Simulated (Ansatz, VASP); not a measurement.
# CsAl3 in VASP and in Ansatz

File INCAR:

```
SYSTEM = CsAl3
PREC     = Accurate       ! precision mode
ENCUT    = 600            ! plane-wave cutoff, eV
EDIFF    = 1E-6           ! SCF threshold, eV
ISMEAR   = 0              ! smearing method
SIGMA    = 0.1            ! smearing width, eV
LREAL    = .FALSE.        ! projectors in reciprocal space
LASPH    = .TRUE.         ! aspherical terms in the spheres
NELM     = 60             ! most SCF steps
ALGO     = Normal         ! electronic algorithm
ISIF     = 3              ! what is computed and relaxed
LWAVE    = .FALSE.        ! write WAVECAR
LCHARG   = .FALSE.        ! write CHGCAR
GGA      = PE             ! functional
IBRION   = 2              ! ionic algorithm
NSW      = 90             ! ionic steps
EDIFFG   = -0.04          ! ionic threshold
```

File KPOINTS:

```
Automatic mesh
0
G
  4 4 4
  0 0 0
```

Contents of POSCAR:

```
CsAl3
1.0
    4.4565403209      0.0000000000      0.0000000000
    0.0000000000      4.4565403209      0.0000000000
    0.0000000000      0.0000000000      4.4565403209
Cs Al
1 3
Direct
    0.0000000000      0.0000000000      0.0000000000
    0.0000000000      0.5000000000      0.5000000000
    0.5000000000      0.0000000000      0.5000000000
    0.5000000000      0.5000000000      0.0000000000
```

Input for Ansatz:

```yaml
crystal:
  lattice:
    - [4.4565403209, 0.0, 0.0]
    - [0.0, 4.4565403209, 0.0]
    - [0.0, 0.0, 4.4565403209]
  atoms:
    - { symbol: Cs, position: [0.0, 0.0, 0.0] }
    - { symbol: Al, position: [0.0, 0.5, 0.5] }
    - { symbol: Al, position: [0.5, 0.0, 0.5] }
    - { symbol: Al, position: [0.5, 0.5, 0.0] }
basis:
  ecutwfc: 420
kpoints:
  mp_grid: { grid: [4, 4, 4] }
hamiltonian:
  xc: pbe
scf:
  occupations: { method: gaussian, width: 0.1 }
  lower_state_search: "off"
output:
  forces: true
  stress: true
  eigenvalues: true
relax:
  adjacent_minimum: "off"
  f_tol: 0.04
  max_steps: 70
  cell: { stress_tol: 0.4 }
```

Alike in both runs: task relaxation of cell and atoms; functional PBE; k mesh 4 × 4 × 4; occupations gaussian, width 0.1 eV; no spin polarisation.

|  | VASP | Ansatz |
| --- | --- | --- |
| version | VASP 6.6.1 | Ansatz 0.2.0 |
| potentials or method | VASP PAW PBE potentials, release 64 (Cs_sv, Al), cutoff 600 eV | scalar-relativistic, plane waves, PAW |
| valence electrons in the cell | 18 | 18 |

Ansatz gave:

- gap on the k mesh at the Fermi level, each at its own relaxed structure (eV): none
- relaxed volume (Å³/atom): 27.48
- relaxed cell length with the largest relative difference (Å): 4.790

What did VASP give for the same quantities?

gap on the k mesh at the Fermi level, each at its own relaxed structure (eV): none; relaxed volume (Å³/atom): 27.79; relaxed cell length with the largest relative difference (Å): 4.808.

A gap of «none» marks a metal or a gap that the smearing closes.

Spin-orbit coupling is off throughout. Noted on VASP's run: the volume moved by over 15 % at a fixed basis, so the end points are rough.
